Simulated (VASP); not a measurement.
# Zr (P6_3/mmc) in VASP: a series of runs

Zr is run at these levels: PBEsol; tasks: single point.

Program: VASP 6.6.1. These are calculated values, not measurements. Logs are shortened: lines on timing, memory, paths and dates and some standing lists are left out, and cuts for length are marked.

## Step 1: The cell of the first run

It takes space group P6_3/mmc (No. 194, hexagonal). The conventional cell has a = 3.188 Å, b = 3.188 Å, c = 5.102 Å, α = 90.00°, β = 90.00°, γ = 120.00°. Within 4.1 Å of Zr (site symmetry -6m2) lie 12 Zr at 3.15 to 3.19 Å.

## Step 2: Single point, PBEsol, collinear spin, ferromagnetic start

The input, INCAR:

```
  ALGO = Normal
  EDIFF = 1E-7
  ENCUT = 520
  GGA = PS
  ISIF = 2
  ISMEAR = -1
  ISPIN = 2
  LASPH = True
  LCHARG = False
  LMAXMIX = 4
  LORBIT = 11
  LREAL = False
  LWAVE = False
  MAGMOM = 1 1
  NBANDS = 23
  NELM = 150
  PREC = Accurate
  SIGMA = 0.05
```

The input, KPOINTS:

```
k-points
0
Gamma
  19 19 10
```

The input, POSCAR:

```
Zr
1.0
    3.1878935042      0.0000000000      0.0000000000
   -1.5939467521      2.7607967592      0.0000000000
    0.0000000000      0.0000000000      5.1022363105
Zr
2
Direct
    0.3333333333      0.6666666667      0.2500000000
    0.6666666667      0.3333333333      0.7500000000
```

Potentials or basis: VASP PAW PBE potentials, release 64 (Zr_sv).

Launch:

```console
$ cat potpaw_PBE.64/Zr_sv/POTCAR > POTCAR
$ mpirun -np 1 vasp_std > vasp.out
```

OUTCAR:

```text
EDIFF = 1E-7
   ENCUT = 520
   GGA = PS
   ISIF = 2
   ISMEAR = -1
   ISPIN = 2
   LASPH = True
   LORBIT = 11
   LREAL = False
   NELM = 150
   PREC = Accurate

 ion  position               nearest neighbor table
   1  0.333  0.667  0.250-   2 3.15   2 3.15   2 3.15   2 3.15   2 3.15   2 3.15
   2  0.667  0.333  0.750-   1 3.15   1 3.15   1 3.15   1 3.15   1 3.15   1 3.15

  LATTYP: Found a hexagonal cell.
 ALAT       =     3.1878935042
 C/A-ratio  =     1.6005040017

  Lattice vectors:

 A1 = (   3.1878935042,   0.0000000000,   0.0000000000)
 A2 = (  -1.5939467521,   2.7607967592,   0.0000000000)
 A3 = (   0.0000000000,   0.0000000000,   5.1022363105)

Analysis of symmetry for initial positions (statically):
=====================================================================
 Subroutine PRICEL returns:
 Original cell was already a primitive cell.

 Routine SETGRP: Setting up the symmetry group for a
 hexagonal supercell.

 Subroutine GETGRP returns: Found 24 space group operations
 (whereof 12 operations were pure point group operations)
 out of a pool of 24 trial point group operations.

The static configuration has the point symmetry D_3d.
 The point group associated with its full space group is D_6h.

Analysis of symmetry for dynamics (positions and initial velocities):
=====================================================================
 Subroutine PRICEL returns:
 Original cell was already a primitive cell.

 Routine SETGRP: Setting up the symmetry group for a
 hexagonal supercell.

 Subroutine GETGRP returns: Found 24 space group operations
 (whereof 12 operations were pure point group operations)
 out of a pool of 24 trial point group operations.

The dynamic configuration has the point symmetry D_3d.
 The point group associated with its full space group is D_6h.

Analysis of structural, dynamic, and magnetic symmetry:
=====================================================================
 Subroutine PRICEL returns:
 Original cell was already a primitive cell.

 Routine SETGRP: Setting up the symmetry group for a
 hexagonal supercell.

 Subroutine GETGRP returns: Found 24 space group operations
 (whereof 12 operations were pure point group operations)
 out of a pool of 24 trial point group operations.

The overall configuration has the point symmetry D_3d.
 The point group associated with its full space group is D_6h.

 Subroutine INISYM returns: Found 24 space group operations
 (whereof 12 operations are pure point group operations),
 and found     1 'primitive' translations

----------------------------------------------------------------------------------------

                                     Primitive cell

  volume of cell :      44.9054

  direct lattice vectors                    reciprocal lattice vectors
     3.187893504  0.000000000  0.000000000     0.313686765  0.181107138  0.000000000
    -1.593946752  2.760796759  0.000000000     0.000000000  0.362214276  0.000000000
     0.000000000  0.000000000  5.102236311     0.000000000  0.000000000  0.195992490

  length of vectors
     3.187893504  3.187893504  5.102236311     0.362214276  0.362214276  0.195992490

  position of ions in fractional coordinates (direct lattice)
     0.333333333  0.666666667  0.250000000
     0.666666667  0.333333333  0.750000000

  ion indices of the primitive-cell ions
   primitive index   ion index
                 1           1
                 2           2

----------------------------------------------------------------------------------------

 KPOINTS: k-points

Automatic generation of k-mesh.
 Grid dimensions read from file:
 generate k-points for:   19   19   10

 Generating k-lattice:

  Cartesian coordinates                     Fractional coordinates (reciprocal lattice)
     0.016509830  0.009531955  0.000000000     0.052631579  0.000000000  0.000000000
     0.000000000  0.019063909  0.000000000     0.000000000  0.052631579  0.000000000
     0.000000000  0.000000000  0.019599249     0.000000000  0.000000000  0.100000000

  Length of vectors
     0.019063909  0.019063909  0.019599249

  Shift w.r.t. Gamma in fractional coordinates (k-lattice)
     0.000000000  0.000000000  0.000000000

 Subroutine IBZKPT returns following result:
 ===========================================

 Found    240 irreducible k-points:

 Following reciprocal coordinates:
            Coordinates               Weight
  0.000000  0.000000  0.000000      1.000000
  0.052632  0.000000  0.000000      6.000000
  0.105263  0.000000  0.000000      6.000000
  0.157895  0.000000  0.000000      6.000000
  0.210526  0.000000  0.000000      6.000000
  0.263158  0.000000  0.000000      6.000000
[... 16 lines left out ...]
  0.263158  0.105263  0.000000     12.000000
  0.315789  0.105263  0.000000     12.000000
 [... further k-points ...]
   k-points           NKPTS =    240   k-points in BZ     NKDIM =    240   number of bands    NBANDS=     23
   number of dos      NEDOS =    301   number of ions     NIONS =      2
   total plane-waves  NPLWV =  23040
   dimension x,y,z NGX =    24 NGY =   24 NGZ =   40
   dimension x,y,z NGXF=    48 NGYF=   48 NGZF=   80
   ions per type =               2
   NGX,Y,Z   is equivalent  to a cutoff of  12.52, 12.52, 13.03 a.u.
   NGXF,Y,Z  is equivalent  to a cutoff of  25.03, 25.03, 26.07 a.u.
 SYSTEM =  unknown system
   PREC   = accura    normal or accurate (medium, high low for compatibility)
   ISTART =      0    job   : 0-new  1-cont  2-samecut
   ICHARG =      2    charge: 1-file 2-atom 10-const
   ISPIN  =      2    spin polarized calculation?
   LNONCOLLINEAR =      F non collinear calculations
   LSORBIT =      F    spin-orbit coupling
   LASPH  =      T    aspherical Exc in radial PAW
   ENCUT  =  520.0 eV  38.22 Ry    6.18 a.u.   5.93  5.93  9.49*2*pi/ulx,y,z
   NELM   =    150;   NELMIN=  2; NELMDL= -5     # of ELM steps
   EDIFF  = 0.1E-06   stopping-criterion for ELM
   LREAL  =      F    real-space projection
   EDIFFG = 0.1E-05   stopping-criterion for IOM
   NSW    =      0    number of steps for IOM
   IBRION =     -1    ionic relax: 0-MD 1-quasi-New 2-CG
   NFREE  =      0    steps in history (QN), initial steepest desc. (CG)
   ISIF   =      2    stress and relaxation
   ISYM   =      2    0-nonsym 1-usesym 2-fastsym
   POTIM  = 0.5000    time-step for ionic-motion
   TEBEG  =    0.0;   TEEND  =   0.0 temperature during run
   PSTRESS=    0.0 pullay stress
   NELECT =      24.0000    total number of electrons
   NUPDOWN=      -1.0000    fix difference up-down
   EMIN   =  10.00;   EMAX   =-10.00  energy-range for DOS
   EFERMI =   0.00;   METHOD = LEGACY
   ISMEAR =    -1;   SIGMA  =   0.05  broadening in eV -4-tet -1-fermi 0-gaus
   EFERMI_NEDOS =   21; number of points for ismear=-14 and -15
   IALGO  =     38    algorithm
   IMIX   =      4    mixing-type and parameters
     AMIX     =   0.40;   BMIX     =  1.00
     AMIX_MAG =   1.60;   BMIX_MAG =  1.00
  volume/ion in A,a.u.               =      22.45       151.52
  Fermi-wavevector in a.u.,A,eV,Ry     =   1.328553  2.510602 24.015015  1.765054
  Thomas-Fermi vector in A             =   2.457782
   LORBIT       =     11    0 simple, 1 ext, 2 COOP (PROOUT), +10 PAW based schemes
   GGA     = PS    functional components
   LHFCALC =     F    Hartree Fock is set to
   AEXX    =    0.0000 exact exchange contribution
   IVDW    =     0    specifies the selected vdW correction
   LEPSILON=     F    determine dielectric tensor
   LRPA    =     F    only Hartree local field effects (RPA)
 spin polarized calculation
  energy-cutoff  :      520.00
  volume of cell :       44.91
 maximum number of plane-waves:      1227
 NGX is ok and might be reduce to    24
   NGX = 11   NGY = 11   NGZ = 19

 number of electron      24.0000000 magnetization       0.0000802

 number of electron      24.0000000 magnetization      -0.0000582

 Free energy of the ion-electron system (eV)
  ---------------------------------------------------
  ext. energy  EPLUGINS =         0.00000000
  ---------------------------------------------------
  free energy    TOTEN  =       -18.17027161 eV

  energy without entropy =      -18.15292954  energy(sigma->0) =      -18.16160057

 E-fermi :   9.2767     XC(G=0): -11.3689

 val. band max:        9.2722861912   @ k =   0.3684   0.1579   0.3000
 cond. band min:       9.2777129568   @ k =   0.3684   0.1579   0.4000
 fundamental gap:      0.0054267656
 Fermi energy:         9.2766994566

 spin component 1

 k-point     1 :       0.0000    0.0000    0.0000
  band No.  band energies     occupation
      1     -39.3927      1.00000
      2     -39.2145      1.00000
      3     -18.0092      1.00000
      4     -17.0260      1.00000
      5     -17.0260      1.00000
      6     -16.8780      1.00000
[... 15 lines left out ...]
     22      19.9057      0.00000
     23      21.5324      0.00000

 k-point     2 :       0.0526    0.0000    0.0000
  band No.  band energies     occupation
      1     -39.3889      1.00000
      2     -39.2129      1.00000
      3     -17.9996      1.00000
      4     -17.0480      1.00000
      5     -17.0332      1.00000
      6     -16.8934      1.00000
[... 15 lines left out ...]
     22      20.1123      0.00000
     23      21.6584      0.00000

 k-point     3 :       0.1053    0.0000    0.0000
  band No.  band energies     occupation
      1     -39.3780      1.00000
      2     -39.2083      1.00000
      3     -17.9712      1.00000
      4     -17.1115      1.00000
      5     -17.0535      1.00000
      6     -16.9587      1.00000
[... 15 lines left out ...]
     22      20.6918      0.00000
     23      21.9950      0.00000
[... 495 lines left out ...]
 k-point    23 :       0.2632    0.1053    0.0000
  band No.  band energies     occupation
      1     -39.2811      1.00000
      2     -39.1771      1.00000
      3     -17.6942      1.00000
      4     -17.5804      1.00000
      5     -17.4527      1.00000
      6     -17.2108      1.00000
[... 15 lines left out ...]
     22      19.9739      0.00000
     23      20.8326      0.00000

 k-point    24 :       0.3158    0.1053    0.0000
  band No.  band energies     occupation
      1     -39.2580      1.00000
      2     -39.1738      1.00000
      3     -17.6830      1.00000
      4     -17.6171      1.00000
      5     -17.5257      1.00000
      6     -17.2579      1.00000
[... 15 lines left out ...]
     22      19.3065      0.00000
     23      19.8463      0.00000

 [... further k-points ...]

 spin component 2

 k-point     1 :       0.0000    0.0000    0.0000
  band No.  band energies     occupation
      1     -39.3927      1.00000
      2     -39.2145      1.00000
      3     -18.0092      1.00000
      4     -17.0260      1.00000
      5     -17.0260      1.00000
      6     -16.8780      1.00000
[... 15 lines left out ...]
     22      19.9057      0.00000
     23      21.5324      0.00000

 k-point     2 :       0.0526    0.0000    0.0000
  band No.  band energies     occupation
      1     -39.3889      1.00000
      2     -39.2129      1.00000
      3     -17.9996      1.00000
      4     -17.0480      1.00000
      5     -17.0331      1.00000
      6     -16.8934      1.00000
[... 15 lines left out ...]
     22      20.1123      0.00000
     23      21.6584      0.00000

 k-point     3 :       0.1053    0.0000    0.0000
  band No.  band energies     occupation
      1     -39.3780      1.00000
      2     -39.2082      1.00000
      3     -17.9712      1.00000
      4     -17.1115      1.00000
      5     -17.0535      1.00000
      6     -16.9587      1.00000
[... 15 lines left out ...]
     22      20.6918      0.00000
     23      21.9950      0.00000
[... 495 lines left out ...]
 k-point    23 :       0.2632    0.1053    0.0000
  band No.  band energies     occupation
      1     -39.2811      1.00000
      2     -39.1771      1.00000
      3     -17.6942      1.00000
      4     -17.5804      1.00000
      5     -17.4527      1.00000
      6     -17.2108      1.00000
[... 15 lines left out ...]
     22      19.9739      0.00000
     23      20.8326      0.00000

 k-point    24 :       0.3158    0.1053    0.0000
  band No.  band energies     occupation
      1     -39.2580      1.00000
      2     -39.1738      1.00000
      3     -17.6830      1.00000
      4     -17.6171      1.00000
      5     -17.5257      1.00000
      6     -17.2579      1.00000
[... 15 lines left out ...]
     22      19.3064      0.00000
     23      19.8462      0.00000

 [... further k-points ...]
[... 5 lines left out ...]
  --------------------------------------------------------------------------------------
  -------------------------------------------------------------------------------------
  Total        0.0029724      0.0029724      0.0902260      0.0000000      0.0000000      0.0000000
  in kB        0.1060521      0.1060521      3.2191662      0.0000000      0.0000000      0.0000000
  external PRESSURE =       1.1437568 kB  Pullay stress =       0.0000000 kB

 VOLUME and BASIS-vectors are now :
 -----------------------------------------------------------------------------
  energy-cutoff  :      520.00
  volume of cell :       44.91
      direct lattice vectors                 reciprocal lattice vectors
     3.187893504  0.000000000  0.000000000     0.313686765  0.181107138  0.000000000
    -1.593946752  2.760796759  0.000000000     0.000000000  0.362214276  0.000000000
     0.000000000  0.000000000  5.102236311     0.000000000  0.000000000  0.195992490

 POSITION                                       TOTAL-FORCE (eV/Angst)
 -----------------------------------------------------------------------------------
     -0.00000      1.84053      1.27556        -0.000000      0.000000      0.000000
      1.59395      0.92027      3.82668         0.000000     -0.000000      0.000000
 -----------------------------------------------------------------------------------
    total drift:                               -0.000000      0.000000     -0.000000

  FREE ENERGIE OF THE ION-ELECTRON SYSTEM (eV)
  ---------------------------------------------------
  free  energy   TOTEN  =       -18.1702716057 eV

  energy  without entropy=      -18.1529295381  energy(sigma->0) =      -18.16160057

 total charge

# of ion       s       p       d       tot
------------------------------------------
    1        2.242   5.957   1.667   9.866
    2        2.242   5.957   1.667   9.866
--------------------------------------------------
tot          4.483  11.914   3.335  19.732

 magnetization (x)

# of ion       s       p       d       tot
------------------------------------------
    1       -0.000   0.000  -0.000  -0.000
    2       -0.000   0.000  -0.000  -0.000
--------------------------------------------------
tot         -0.000   0.000  -0.000  -0.000
```

It took 9.1 min on 1 thread of Intel Xeon 8259CL, shared host; peak memory 0.42 GiB.

What came out:

| Property | Result |
| --- | --- |
| Free energy | -18.1703 eV |
| Pressure | 0.1 GPa |
| Band gap on the k mesh | zero (filled and empty bands overlap) |
| Net moment | 0.00 μB per cell |
| Valence electrons inside the program's atomic spheres | Zr 9.87 |

Stress tensor (GPa, compression positive):
```
0.01 0.00 0.00
0.00 0.01 0.00
0.00 0.00 0.32
```

Caveat: the PAW data sets were made with another functional, which shifts forces and pressure a little.

(Continued in part 2 of 2.)
